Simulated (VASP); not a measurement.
# SrTiO (P4/mmm) in VASP: single point with PBE

Aim: the single point of SrTiO with PBE.

Everything below comes from runs of VASP 6.6.1. Logs are shortened: lines on timing, memory, paths and dates and some standing lists are left out, and cuts for length are marked.

### 1 The cell of the first run

The structure is tetragonal, space group P4/mmm (No. 123). Conventional cell: a = 3.379 Å, b = 3.379 Å, c = 7.882 Å, α = 90.00°, β = 90.00°, γ = 90.00°. Within 3.2 Å of Sr (site symmetry 4/mmm) lie 4 O at 2.39 Å. Ti (site symmetry 4/mmm) has 4 Ti at 3.38 Å and 2 Sr at 3.94 Å within 4.4 Å. Within 3.2 Å of O (site symmetry 4/mmm) lie 4 Sr at 2.39 Å.

### 2 Single point, PBE, collinear spin

Contents of INCAR:

```
SYSTEM = SrTiO
PREC = Accurate
ENCUT = 520
EDIFF = 1E-7
ISMEAR = 0
SIGMA = 0.2
LREAL = .False.
LASPH = .True.
NELM = 150
ALGO = Normal
ISIF = 2
LWAVE = .False.
LCHARG = .True.
ISPIN = 2
MAGMOM = 0 0 2.44 2.44 0 0
LORBIT = 11
LMAXMIX = 4
GGA = PE
LELF = .True.
LVHAR = .True.
NBANDS = 41
```

Contents of KPOINTS:

```
Automatic mesh
0
Gamma
  6 4 4
  0 0 0
```

Contents of POSCAR:

```
SrTiO
1.0
    0.0000000000     -3.3789381980      0.0000000000
   -6.7578763960      0.0000000000      0.0000000000
    0.0000000000      0.0000000000     -7.8822339345
Sr Ti O
2 2 2
Direct
    0.5000000000      0.7500000000      0.0000000000
    0.5000000000      0.2500000000      0.0000000000
    0.5000000000      0.7500000000      0.5000000000
    0.5000000000      0.2500000000      0.5000000000
    1.0000000000      0.5000000000      0.0000000000
    1.0000000000      0.0000000000      0.0000000000
```

Potentials or basis: VASP PAW PBE potentials, release 64 (Sr_sv, Ti_sv, O).

Run with:

```
cat potpaw_PBE.64/Sr_sv/POTCAR potpaw_PBE.64/Ti_sv/POTCAR potpaw_PBE.64/O/POTCAR > POTCAR
mpirun -np 1 vasp_std > vasp.out
```

OUTCAR:

```text
SYSTEM = SrTiO
   PREC = Accurate
   ENCUT = 520
   EDIFF = 1E-7
   ISMEAR = 0
   LREAL = .False.
   LASPH = .True.
   NELM = 150
   ISIF = 2
   ISPIN = 2
   LORBIT = 11
   GGA = PE

 ion  position               nearest neighbor table
   1  0.500  0.750  0.000-   5 2.39   6 2.39   5 2.39   6 2.39   2 3.38   2 3.38   3 3.94   3 3.94
                             2 4.78   2 4.78   2 4.78   2 4.78
   2  0.500  0.250  0.000-   5 2.39   6 2.39   5 2.39   6 2.39   1 3.38   1 3.38   4 3.94   4 3.94
                             1 4.78   1 4.78   1 4.78   1 4.78
   3  0.500  0.750  0.500-   1 3.94   1 3.94
   4  0.500  0.250  0.500-   2 3.94   2 3.94
   5  0.000  0.500  0.000-   1 2.39   2 2.39   1 2.39   2 2.39
   6  0.000  0.000  0.000-   1 2.39   2 2.39   1 2.39   2 2.39

  LATTYP: Found a simple orthorhombic cell.
 ALAT       =     3.3789381980
 B/A-ratio  =     2.0000000000
 C/A-ratio  =     2.3327546917

  Lattice vectors:

 A1 = (   0.0000000000,  -3.3789381980,   0.0000000000)
 A2 = (  -6.7578763960,   0.0000000000,   0.0000000000)
 A3 = (   0.0000000000,   0.0000000000,  -7.8822339345)

Analysis of symmetry for initial positions (statically):
=====================================================================
 Subroutine PRICEL returns following result:

  LATTYP: Found a simple tetragonal cell.
 ALAT       =     3.3789381980
 C/A-ratio  =     2.3327546917

  Lattice vectors:

 A1 = (   0.0000000000,  -3.3789381980,   0.0000000000)
 A2 = (  -3.3789381980,   0.0000000000,   0.0000000000)
 A3 = (   0.0000000000,   0.0000000000,  -7.8822339345)

   2 primitive cells build up your supercell.

 Routine SETGRP: Setting up the symmetry group for a
 simple orthorhombic supercell.

 Subroutine GETGRP returns: Found  8 space group operations
 (whereof  8 operations were pure point group operations)
 out of a pool of  8 trial point group operations.

The static configuration has the point symmetry D_2h.

Analysis of symmetry for dynamics (positions and initial velocities):
=====================================================================
 Subroutine PRICEL returns following result:

  LATTYP: Found a simple tetragonal cell.
 ALAT       =     3.3789381980
 C/A-ratio  =     2.3327546917

  Lattice vectors:

 A1 = (   0.0000000000,  -3.3789381980,   0.0000000000)
 A2 = (  -3.3789381980,   0.0000000000,   0.0000000000)
 A3 = (   0.0000000000,   0.0000000000,  -7.8822339345)

   2 primitive cells build up your supercell.

 Routine SETGRP: Setting up the symmetry group for a
 simple orthorhombic supercell.

 Subroutine GETGRP returns: Found  8 space group operations
 (whereof  8 operations were pure point group operations)
 out of a pool of  8 trial point group operations.

The dynamic configuration has the point symmetry D_2h.

Analysis of structural, dynamic, and magnetic symmetry:
=====================================================================
 Subroutine PRICEL returns following result:

  LATTYP: Found a simple tetragonal cell.
 ALAT       =     3.3789381980
 C/A-ratio  =     2.3327546917

  Lattice vectors:

 A1 = (   0.0000000000,  -3.3789381980,   0.0000000000)
 A2 = (  -3.3789381980,   0.0000000000,   0.0000000000)
 A3 = (   0.0000000000,   0.0000000000,  -7.8822339345)

   2 primitive cells build up your supercell.

 Routine SETGRP: Setting up the symmetry group for a
 simple orthorhombic supercell.

 Subroutine GETGRP returns: Found  8 space group operations
 (whereof  8 operations were pure point group operations)
 out of a pool of  8 trial point group operations.

The overall configuration has the point symmetry D_2h.

 Subroutine INISYM returns: Found  8 space group operations
 (whereof  8 operations are pure point group operations),
 and found     2 'primitive' translations

----------------------------------------------------------------------------------------

                                     Primitive cell

  volume of cell :      89.9932

  direct lattice vectors                    reciprocal lattice vectors
     0.000000000 -3.378938198  0.000000000     0.000000000 -0.295950959  0.000000000
    -3.378938198  0.000000000  0.000000000    -0.295950959  0.000000000  0.000000000
     0.000000000  0.000000000 -7.882233934     0.000000000  0.000000000 -0.126867587

  length of vectors
     3.378938198  3.378938198  7.882233934     0.295950959  0.295950959  0.126867587

  position of ions in fractional coordinates (direct lattice)
     0.500000000  0.500000000  0.000000000
     0.500000000  0.500000000  0.500000000
     0.000000000  0.000000000  0.000000000

  ion indices of the primitive-cell ions
   primitive index   ion index
                 1           1
                 2           3
                 3           5

----------------------------------------------------------------------------------------

 KPOINTS: Automatic mesh

Automatic generation of k-mesh.
 Grid dimensions read from file:
 generate k-points for:    6    4    4

 Generating k-lattice:

  Cartesian coordinates                     Fractional coordinates (reciprocal lattice)
     0.000000000 -0.049325160  0.000000000     0.166666667  0.000000000  0.000000000
    -0.036993870  0.000000000  0.000000000     0.000000000  0.250000000  0.000000000
     0.000000000  0.000000000 -0.031716897     0.000000000  0.000000000  0.250000000

  Length of vectors
     0.049325160  0.036993870  0.031716897

  Shift w.r.t. Gamma in fractional coordinates (k-lattice)
     0.000000000  0.000000000  0.000000000

 Subroutine IBZKPT returns following result:
 ===========================================

 Found     36 irreducible k-points:

 Following reciprocal coordinates:
            Coordinates               Weight
  0.000000  0.000000  0.000000      1.000000
  0.166667  0.000000  0.000000      2.000000
  0.333333  0.000000  0.000000      2.000000
  0.500000  0.000000  0.000000      1.000000
  0.000000  0.250000  0.000000      2.000000
  0.166667  0.250000  0.000000      4.000000
[... 16 lines left out ...]
  0.333333  0.500000  0.250000      4.000000
  0.500000  0.500000  0.250000      2.000000
 [... further k-points ...]
   k-points           NKPTS =     36   k-points in BZ     NKDIM =     36   number of bands    NBANDS=     41
   number of dos      NEDOS =    301   number of ions     NIONS =      6
   total plane-waves  NPLWV =  84000
   dimension x,y,z NGX =    28 NGY =   50 NGZ =   60
   dimension x,y,z NGXF=    56 NGYF=  100 NGZF=  120
   ions per type =               2   2   2
   NGX,Y,Z   is equivalent  to a cutoff of  13.78, 12.30, 12.65 a.u.
   NGXF,Y,Z  is equivalent  to a cutoff of  27.55, 24.60, 25.31 a.u.
 SYSTEM =  SrTiO
   PREC   = accura    normal or accurate (medium, high low for compatibility)
   ISTART =      0    job   : 0-new  1-cont  2-samecut
   ICHARG =      2    charge: 1-file 2-atom 10-const
   ISPIN  =      2    spin polarized calculation?
   LNONCOLLINEAR =      F non collinear calculations
   LSORBIT =      F    spin-orbit coupling
   LASPH  =      T    aspherical Exc in radial PAW
   ENCUT  =  520.0 eV  38.22 Ry    6.18 a.u.   6.28 12.57 14.66*2*pi/ulx,y,z
   NELM   =    150;   NELMIN=  2; NELMDL= -5     # of ELM steps
   EDIFF  = 0.1E-06   stopping-criterion for ELM
   LREAL  =      F    real-space projection
   EDIFFG = 0.1E-05   stopping-criterion for IOM
   NSW    =      0    number of steps for IOM
   IBRION =     -1    ionic relax: 0-MD 1-quasi-New 2-CG
   NFREE  =      0    steps in history (QN), initial steepest desc. (CG)
   ISIF   =      2    stress and relaxation
   ISYM   =      2    0-nonsym 1-usesym 2-fastsym
   POTIM  = 0.5000    time-step for ionic-motion
   TEBEG  =    0.0;   TEEND  =   0.0 temperature during run
   PSTRESS=    0.0 pullay stress
   NELECT =      56.0000    total number of electrons
   NUPDOWN=      -1.0000    fix difference up-down
   EMIN   =  10.00;   EMAX   =-10.00  energy-range for DOS
   EFERMI =   0.00;   METHOD = LEGACY
   ISMEAR =     0;   SIGMA  =   0.20  broadening in eV -4-tet -1-fermi 0-gaus
   EFERMI_NEDOS =   21; number of points for ismear=-14 and -15
   IALGO  =     38    algorithm
   IMIX   =      4    mixing-type and parameters
     AMIX     =   0.40;   BMIX     =  1.00
     AMIX_MAG =   1.60;   BMIX_MAG =  1.00
  volume/ion in A,a.u.               =      30.00       202.43
  Fermi-wavevector in a.u.,A,eV,Ry     =   1.109322  2.096314 16.743261  1.230595
  Thomas-Fermi vector in A             =   2.245860
   LORBIT       =     11    0 simple, 1 ext, 2 COOP (PROOUT), +10 PAW based schemes
   GGA     = PE    functional components
   LHFCALC =     F    Hartree Fock is set to
   AEXX    =    0.0000 exact exchange contribution
   IVDW    =     0    specifies the selected vdW correction
   LEPSILON=     F    determine dielectric tensor
   LRPA    =     F    only Hartree local field effects (RPA)
 spin polarized calculation
 Gauss-broadening in eV      SIGMA  =   0.20
  energy-cutoff  :      520.00
  volume of cell :      179.99
 maximum number of plane-waves:      4880
 NGX is ok and might be reduce to    28
   NGX = 13   NGY = 25   NGZ = 29

 number of electron      56.0000003 magnetization       5.5920911

 Free energy of the ion-electron system (eV)
  ---------------------------------------------------
  ext. energy  EPLUGINS =         0.00000000
  ---------------------------------------------------
  free energy    TOTEN  =       -31.63087382 eV

  energy without entropy =      -31.46092678  energy(sigma->0) =      -31.54590030

 E-fermi :   1.1432     XC(G=0):  -7.9500

 val. band max:        1.1417169487   @ k =   0.5000   0.2500   0.5000
 cond. band min:       1.1449507874   @ k =   0.3333   0.0000   0.2500
 fundamental gap:      0.0032338387
 Fermi energy:         1.1431542688

 spin component 1

 k-point     1 :       0.0000    0.0000    0.0000
  band No.  band energies     occupation
      1     -56.7527      1.00000
      2     -56.7468      1.00000
      3     -33.0631      1.00000
      4     -33.0275      1.00000
      5     -33.0206      1.00000
      6     -32.9936      1.00000
[... 32 lines left out ...]
     39       4.1821      0.00000
[... 988 lines left out ...]
     39       4.7032      0.00000
     40       4.7032      0.00000

 [... further k-points ...]

 spin component 2

 k-point     1 :       0.0000    0.0000    0.0000
  band No.  band energies     occupation
      1     -54.9542      1.00000
      2     -54.9483      1.00000
      3     -31.7398      1.00000
      4     -31.6282      1.00000
      5     -31.3142      1.00000
      6     -31.2522      1.00000
[... 32 lines left out ...]
     39       5.2135      0.00000
[... 988 lines left out ...]
     39       5.6673      0.00000
     40       5.6673      0.00000

 [... further k-points ...]

 [bands above 40 left out]

------------------------ aborting loop because EDIFF is reached ----------------------------------------

  FORCE on cell =-STRESS in cart. coord.  units (eV):
  Direction    XX          YY          ZZ          XY          YZ          ZX
  --------------------------------------------------------------------------------------
  -------------------------------------------------------------------------------------
  Total        0.3511684      0.3824330      0.1314843      0.0000000      0.0000000      0.0000000
  in kB        3.1259800      3.4042865      1.1704280      0.0000000      0.0000000      0.0000000
  external PRESSURE =       2.5668981 kB  Pullay stress =       0.0000000 kB

 VOLUME and BASIS-vectors are now :
 -----------------------------------------------------------------------------
  energy-cutoff  :      520.00
  volume of cell :      179.99
      direct lattice vectors                 reciprocal lattice vectors
     0.000000000 -3.378938198  0.000000000     0.000000000 -0.295950959  0.000000000
    -6.757876396  0.000000000  0.000000000    -0.147975479  0.000000000  0.000000000
     0.000000000  0.000000000 -7.882233935     0.000000000  0.000000000 -0.126867587

 POSITION                                       TOTAL-FORCE (eV/Angst)
 -----------------------------------------------------------------------------------
     -5.06841     -1.68947      0.00000         0.000000      0.000000      0.000000
     -1.68947     -1.68947      0.00000         0.000000      0.000000      0.000000
     -5.06841     -1.68947     -3.94112         0.000000      0.000000     -0.000000
     -1.68947     -1.68947     -3.94112         0.000000      0.000000     -0.000000
     -3.37894      0.00000      0.00000        -0.000000     -0.000000     -0.000000
      0.00000      0.00000      0.00000         0.000000     -0.000000     -0.000000
 -----------------------------------------------------------------------------------
    total drift:                               -0.000000     -0.000000      0.000000

  FREE ENERGIE OF THE ION-ELECTRON SYSTEM (eV)
  ---------------------------------------------------
  free  energy   TOTEN  =       -31.6308738162 eV

  energy  without entropy=      -31.4609267802  energy(sigma->0) =      -31.54590030

 total charge

# of ion       s       p       d       tot
------------------------------------------
    1        2.019   5.825   0.295   8.139
    2        2.019   5.825   0.295   8.139
    3        2.190   5.972   1.890  10.052
    4        2.190   5.972   1.890  10.052
    5        1.566   3.415   0.000   4.981
    6        1.566   3.415   0.000   4.981
--------------------------------------------------
tot         11.551  30.423   4.370  46.344

 magnetization (x)

# of ion       s       p       d       tot
------------------------------------------
    1        0.002   0.002   0.006   0.010
    2        0.002   0.002   0.006   0.010
    3        0.038   0.030   1.798   1.866
    4        0.038   0.030   1.798   1.866
    5        0.001   0.006   0.000   0.007
    6        0.001   0.006   0.000   0.007
--------------------------------------------------
tot          0.081   0.076   3.609   3.766
```

Run time: 23 min. Hardware: 1 thread of Oxide Virtual Turin-like, shared host; peak memory 0.58 GiB.

Results:

```yaml
Free_energy: -31.6309 eV
Pressure: 0.3 GPa
Net_moment: 5.59 μB per cell
Site_moments: Sr +0.01; Ti +1.87; O +0.01 μB
Valence_electrons_inside_the_program's_atomic_spheres: Sr 8.14; Ti 10.05; O 4.98
```

Stress tensor (GPa, compression positive):
```
0.31 0.00 0.00
0.00 0.34 0.00
0.00 0.00 0.12
```
